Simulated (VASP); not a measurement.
A run of VASP 6.6.1:

File INCAR:

```
PREC = Accurate ; ENCUT = 650
EDIFF = 1E-7 ; ISMEAR = -1
SIGMA = 0.01 ; LREAL = Auto
LASPH = True ; NELM = 120
ALGO = Normal ; ISIF = 2
LWAVE = False ; LCHARG = False
GGA = PE ; IBRION = 2
NSW = 90 ; EDIFFG = -0.02
NELECT = 194.0 ; GGA_COMPAT = False
NELMIN = 4 ; ISYM = -1
```

Contents of KPOINTS:

```
explicit points
1
Reciprocal
  0.25000000   0.25000000   0.25000000 1
```

File POSCAR:

```
LiAl16O24
1.0
    2.4039417600      1.3879164200      4.3742070900
   -4.8078835200      2.7758328500      8.7484141900
    0.0000000000     -5.5516656900      8.7484141900
Al O Li
16 24 1
Direct
    0.6478877100      0.3239438500      0.3239438500
    0.8528437100      0.4260567000      0.4269889800
    0.1478877100      0.0739438500      0.0739438500
    0.3521122900      0.1760561500      0.1760561500
    0.6438358700      0.3171628700      0.8191301300
    0.8521122900      0.4260561500      0.9260561500
    0.1476668100      0.0730514300      0.5737893300
    0.3535381900      0.1751501600      0.6751570000
    0.6470203400      0.8254857400      0.3254564900
    0.8529050100      0.9275742800      0.4268348400
    0.1478877100      0.5739438500      0.0739438500
    0.3521122900      0.6760561500      0.1760561500
    0.6486910800      0.8269928300      0.8213329600
    0.8538047500      0.9257328300      0.9265601500
    0.1477098900      0.5745834600      0.5736399000
    0.3552596700      0.6777566600      0.6735618300
    0.4442253900      0.0279604600      0.3756821900
    0.9438508600      0.1250000000      0.2780745700
    0.0561491400      0.3750000000      0.2219254300
    0.7500000000      0.2219254300      0.0280745700
    0.2500000000      0.2780745700      0.4719254300
    0.5561491400      0.4719254300      0.1250000000
    0.4450173000      0.0282102400      0.8755088000
    0.9459994900      0.1225689300      0.7765119000
    0.0484138700      0.3758032400      0.7186289600
    0.7507789300      0.2231584300      0.5265355700
    0.2500000000      0.2780745700      0.9719254300
    0.5506176000      0.4723866800      0.6256788600
    0.4438508600      0.5280745700      0.3750000000
    0.9521671900      0.6248214500      0.2820047300
    0.0545748600      0.8780538800      0.2241213400
    0.7500000000      0.7219254300      0.0280745700
    0.2497820900      0.7774839700      0.4741005400
    0.5555593800      0.9724136900      0.1251151000
    0.4438508600      0.5280745700      0.8750000000
    0.9438508600      0.6250000000      0.7780745700
    0.0559957100      0.8732882100      0.7236337700
    0.7509200400      0.7223216700      0.5291927500
    0.2539160100      0.7809170800      0.9754033900
    0.5563310900      0.9726907300      0.6249285700
    0.5081500000      0.2551610000      0.2407630000
```

Potentials or basis: VASP PAW PBE potentials, release 64 (Al, O, Li_sv).

The run is started by

```sh
$ cat potpaw_PBE.64/Al/POTCAR potpaw_PBE.64/O/POTCAR potpaw_PBE.64/Li_sv/POTCAR > POTCAR
$ mpirun -np 1 vasp_std > vasp.out
```

Hardware: 1 thread of Intel(R) Xeon(R) Platinum 8259CL CPU @ 2.50GHz (Skylake/Cascade Lake) (shared host).

Question: How long does it take, and how much memory?

Answer: Wall time 53 min on 1 thread of Intel(R) Xeon(R) Platinum 8259CL CPU @ 2.50GHz (Skylake/Cascade Lake), with other jobs on the host, peak memory 0.86 GiB. Counts: scf iterations 170, k points 1, ion steps 17.
